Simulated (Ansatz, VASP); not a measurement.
## One calculation of HfS2, two programs

INCAR

```
PREC     = Accurate       # precision mode
ENCUT    = 400            # plane-wave cutoff, eV
EDIFF    = 1E-6           # SCF threshold, eV
ISMEAR   = 0              # smearing method
SIGMA    = 0.02           # smearing width, eV
LREAL    = F              # projectors in reciprocal space
LASPH    = T              # aspherical terms in the spheres
NELM     = 120            # most SCF steps
ALGO     = Normal         # electronic algorithm
ISIF     = 2              # what is computed and relaxed
LWAVE    = F              # write WAVECAR
LCHARG   = F              # write CHGCAR
LDIPOL   = T            
IDIPOL   = 3            
DIPOL    = 0.5 0.5 0.500
GGA      = PE             # functional
IVDW     = 12             # dispersion correction
NBANDS   = 18             # bands
GGA_COMPAT= F            
NELMDL   = -8
```

Contents of KPOINTS:

```
Automatic mesh
0
Gamma
  9 9 1
```

The input POSCAR:

```
HfS2
1.0
    3.6180000000      0.0000000000      0.0000000000
   -1.8090000000      3.1332799109      0.0000000000
    0.0000000000      0.0000000000     31.8247012176
S Hf
2 1
Direct
    0.6666666667      0.3333333333      0.4542650852
    0.3333333333      0.6666666667      0.5457349148
    0.0000000000      0.0000000000      0.5000000000
```

Input for Ansatz:

```yaml
crystal:
  lattice:
    - [3.618, 0.0, 0.0]
    - [-1.809, 3.1332799109, 0.0]
    - [0.0, 0.0, 31.8247012176]
  atoms:
    - { symbol: S, position: [0.6666666667, 0.3333333333, 0.4542650852] }
    - { symbol: Hf, position: [0.0, 0.0, 0.5] }
    - { symbol: S, position: [0.3333333333, 0.6666666667, 0.5457349148] }
  periodic: [true, true, false]
basis:
  ecutwfc: 420
kpoints:
  mp_grid: { grid: [9, 9, 1] }
hamiltonian:
  xc: pbe
  pseudopotentials: { kind: paw, azcp: { folder: soft_1 } }
  dispersion: d3bj
scf:
  occupations: { method: gaussian, width: 0.02 }
output:
  forces: true
  stress: true
  eigenvalues: true
```

Alike in both runs: task single point; functional PBE; dispersion D3(BJ); k mesh 9 × 9 × 1; occupations gaussian, width 0.02 eV; no spin polarisation.

|  | VASP | Ansatz |
| --- | --- | --- |
| version | VASP 6.6.1 | Ansatz 0.2.0 |
| potentials or method | VASP PAW PBE potentials, release 64 (S, Hf_pv), cutoff 400 eV | scalar-relativistic, plane waves, PAW |
| valence electrons in the cell | 22 | 38 |

|  | VASP | Ansatz | Ansatz less VASP |
| --- | --- | --- | --- |
| gap on the k mesh at the Fermi level (eV) | 1.25 | 1.23 | -0.016 |
| least direct gap on the mesh (eV) | 2.08 | 2.06 | -0.021 |
| rms of the force components (eV/Å) | 0.030 | 0.000 | -0.0300 |

VASP's potentials hold 22 valence electrons a cell and Ansatz's 38, so a difference there can come from the potentials and not from the codes.

Neither program's run includes spin-orbit coupling.
